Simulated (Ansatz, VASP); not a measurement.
**BaTiO3: VASP beside Ansatz**

```
Ba Ti O
1.0
     4.00600    0.00000    0.00000
     0.00000    4.00600    0.00000
     0.00000    0.00000    4.00600
Ba Ti O
1 1 3
Direct
  0.50000 0.50000 0.50000
  0.00000 0.00000 0.00000
  0.00000 0.00000 0.50000
  0.00000 0.50000 0.00000
  0.50000 0.00000 0.00000
```

Alike in both runs: functional PBEsol; k mesh 7 × 7 × 7; occupations fermi-dirac, width 0.05 eV; non-collinear spin, spin-orbit coupling.

|  | VASP | Ansatz |
| --- | --- | --- |
| version | VASP 6.6.1 | Ansatz 0.2.0 |
| potentials or method | VASP PAW PBE potentials, release 64 (Ba_sv, Ti_sv, O) | Ansatz PAW |
| plane-wave cutoff (eV) | 520 | 420 |
| valence electrons in the cell | 40 | 40 |
| task | single point | band structure |

```csv
,VASP,Ansatz,Ansatz less VASP
pressure (GPa),-2.8,-4.6,-1.80
net moment per atom (μB),0.00,0.00,0.000
```

VASP's potentials were made for PBE, not for PBEsol. The functional is the same, so the differences come from potentials, cutoffs and numerics.

Noted on Ansatz's run: the k mesh misses the band edges, so the gap on the mesh is wider than the one along the path.
